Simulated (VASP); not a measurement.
A run of VASP 6.6.1 is set up as follows.

INCAR

```
SYSTEM = Zn
  PREC = Accurate
  ENCUT = 520
  EDIFF = 1E-7
  ISMEAR = -1
  SIGMA = 0.1
  LREAL = .FALSE.
  LASPH = .TRUE.
  NELM = 60
  ALGO = Normal
  ISIF = 2
  LWAVE = .FALSE.
  LCHARG = .TRUE.
  GGA = B5
  ALDAX = 1.0
  AGGAX = 1.0
  AGGAC = 1.0
  ALDAC = 0.0
  LELF = .TRUE.
  LVHAR = .TRUE.
  NBANDS = 12
```

File KPOINTS:

```
Automatic mesh
0
G
  13 13 13
  0 0 0
```

Contents of POSCAR:

```
Zn
1.0
    2.7275890583      0.0000000000      0.0000000000
    0.0000000000      2.7275890583      0.0000000000
    0.0000000000      0.0000000000      2.7275890583
Zn
1
Direct
    0.0000000000      0.0000000000      0.0000000000
```

Potentials or basis: VASP PAW PBE potentials, release 64 (Zn).

Command:

```console
$ cat potpaw_PBE.64/Zn/POTCAR > POTCAR
$ mpirun -np 1 vasp_std > vasp.out
```

Q: Estimate the pressure.

A: 0.1 GPa.

Q: Estimate the band gap on the k mesh.

A: Zero (band 6 reaches 5.70 eV, above the bottom of band 7 at -0.02 eV).

Caveat: the PAW data sets were made with another functional, which shifts forces and pressure a little.
